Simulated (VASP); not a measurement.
A run of VASP 6.6.1:

The input INCAR:

```
ALGO = Normal
EDIFF = 1E-7
ENCUT = 520
GGA = PE
ISIF = 2
ISMEAR = -1
LASPH = True
LCHARG = False
LREAL = False
LWAVE = False
NBANDS = 35
NELM = 100
PREC = Accurate
SIGMA = 0.15
```

Contents of KPOINTS:

```
k-points
0
Gamma
  3 3 1
```

POSCAR

```
Al12Pt
1.0
    5.7275650000      0.0000000000      0.0000000000
    2.8637820000      4.9602170000      0.0000000000
    0.0000000000      0.0000000000     16.6765370000
Al Pt
12 1
Direct
    0.1666666208      0.1666667003      0.0599644878
    0.6666667081      0.1666667003      0.0599644878
    0.1666666712      0.6666665995      0.0599644878
    0.6666667585      0.6666665995      0.0599644878
   -0.1751280964      0.3230104651      0.2037511145
    0.3320839718      0.3311929700      0.1984441374
   -0.1726051595      0.8265706924      0.1973741311
    0.3237361150      0.8240883413      0.2038109591
   -0.0111749012     -0.0125589264      0.3517726132
    0.4591894463      0.0195285811      0.3329220569
    0.0205046775      0.4577827946      0.3328811012
    0.5054451639      0.5044249072      0.3508335094
    0.7743394211      0.7730534773      0.4321568081
```

Potentials or basis: VASP PAW PBE potentials, release 64 (Al, Pt).

Run with:

```bash
$ cat potpaw_PBE.64/Al/POTCAR potpaw_PBE.64/Pt/POTCAR > POTCAR
$ mpirun -np 1 vasp_std > vasp.out
```

Hardware: 1 thread of Intel(R) Xeon(R) 6975P-C (Granite Rapids), with other jobs on the host.

How long does it take, and how much memory?

Wall time 2.5 min on 1 thread of Intel(R) Xeon(R) 6975P-C (Granite Rapids), with other jobs on the host, peak memory 0.61 GiB. Counts: scf iterations 23, k points 5.
